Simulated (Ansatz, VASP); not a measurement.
**Two plane-wave programs on SnO2**

```
Sn O
1.0
     5.22725    0.00000    0.00000
     0.00000    3.45841    0.00000
     0.00000    0.00000    7.03047
Sn O
4 8
Direct
  0.76354 0.25000 0.41603
  0.23646 0.75000 0.58397
  0.73646 0.75000 0.91603
  0.26354 0.25000 0.08397
  0.47672 0.75000 0.13885
  0.62303 0.75000 0.60872
  0.52328 0.25000 0.86115
  0.37697 0.25000 0.39128
  0.02328 0.25000 0.63885
  0.87697 0.25000 0.10872
  0.12303 0.75000 0.89128
  0.97672 0.75000 0.36115
```

Alike in both runs: functional LDA; k mesh 4 × 6 × 4; occupations gaussian, width 0.1 eV; no spin polarisation.

Ansatz relaxed the structure, and its values are those at the end. VASP's run is a single point on that final structure, the one shown.

|  | VASP | Ansatz |
| --- | --- | --- |
| version | VASP 6.6.1 | Ansatz 0.2.0 |
| potentials or method | VASP PAW LDA potentials, release 64 (Sn_d, O), cutoff 520 eV | scalar-relativistic, plane waves, PAW |
| valence electrons in the cell | 104 | 104 |

|  | VASP | Ansatz | Ansatz less VASP |
| --- | --- | --- | --- |
| gap on the k mesh at the Fermi level (eV) | 0.66 | 0.66 | -0.006 |
| least direct gap on the mesh (eV) | 0.79 | 0.79 | -0.002 |
| pressure (GPa) | 0.9 | -0.1 | -0.97 |
| rms of the force components (eV/Å) | 0.033 | 0.003 | -0.0301 |

LDA's correlation is that of Perdew and Zunger in VASP and of Perdew and Wang (1992) in Ansatz.
